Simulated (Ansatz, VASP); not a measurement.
## SnO2: VASP beside Ansatz

```
CELL_PARAMETERS angstrom
4.78284 0.00000 0.00000
0.00000 4.78284 0.00000
0.00000 0.00000 3.22579
ATOMIC_POSITIONS crystal
Sn 0.50000 0.50000 0.50000
Sn 0.00000 0.00000 0.00000
O 0.19389 0.80611 0.50000
O 0.80611 0.19389 0.50000
O 0.30611 0.30611 0.00000
O 0.69389 0.69389 0.00000
```

Alike in both runs: task single point; functional PBE; k mesh 6 × 6 × 8; occupations gaussian, width 0.02 eV; no spin polarisation.

|  | VASP | Ansatz |
| --- | --- | --- |
| version | VASP 6.6.1 | Ansatz 0.2.0 |
| potentials or method | VASP PAW PBE potentials, release 64 (Sn_d, O), cutoff 520 eV | scalar-relativistic, plane waves, PAW |
| valence electrons in the cell | 52 | 52 |

VASP gave:

- gap on the k mesh at the Fermi level (eV): 0.89
- least direct gap on the mesh (eV): 0.89
- pressure (GPa): 4.6
- traceless stress, the component that is largest in VASP (GPa): 0.21
- rms of the force components (eV/Å): 0.005

Question: Which values does Ansatz return?

Answer: gap on the k mesh at the Fermi level (eV): 0.90; least direct gap on the mesh (eV): 0.90; pressure (GPa): 4.0; traceless stress, the component that is largest in VASP (GPa): 0.01; rms of the force components (eV/Å): 0.002.

Atom by atom the forces differ by 0.007 eV/Å (rms over components).
